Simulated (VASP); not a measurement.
NiO:

```
Ni O
1.0
     0.00000    2.08420    2.08420
     2.08420    0.00000    2.08420
     2.08420    2.08420    0.00000
Ni O
1 1
Direct
  0.50000 0.50000 0.50000
  0.00000 0.00000 0.00000
```

Base run:

| Item | Value |
| --- | --- |
| Program | VASP 6.6.1 |
| Functional | PBEsol |
| Potentials or basis | VASP PAW PBE potentials, release 64 (Ni_sv_GW, O) |
| Cutoff | 600 eV |
| k mesh | 8 × 8 × 8 |
| Occupations | fermi-dirac, width 0.02 eV |
| Spin | collinear spin, ferromagnetic start |
| Starting moments | [2.0, 0.0] μB |
| Hubbard terms | Ni d U = 6.2 eV |

Its results: band gap on the k mesh 2.26 eV, indirect (least direct gap 3.36 eV); pressure 0.4 GPa; net moment 2.00 μB per cell; site moments Ni +1.78; O +0.18 μB.

Task: The run is repeated on the same cell with these changes: potentials or basis from VASP PAW PBE potentials, release 64 (Ni_sv_GW, O) to VASP PAW PBE potentials, release 64 (Ni, O); cutoff from 600 eV to 520 eV; further incar settings from ALGO = Normal; EDIFF = 1e-06; NBANDS = 23 to ALGO = Normal; EDIFF = 1e-06; NBANDS = 19; valence electrons from 24 to 16. What comes out?

Result: Band gap on the k mesh 2.28 eV, indirect (least direct gap 3.16 eV); pressure -6.5 GPa; net moment 2.00 μB per cell; site moments Ni +1.81; O +0.18 μB.

Caveats: the PAW data sets were made with another functional, which shifts forces and pressure a little; a cell with one magnetic atom can't hold antiferromagnetic order, which such compounds often take.

A k mesh can miss the band edges.
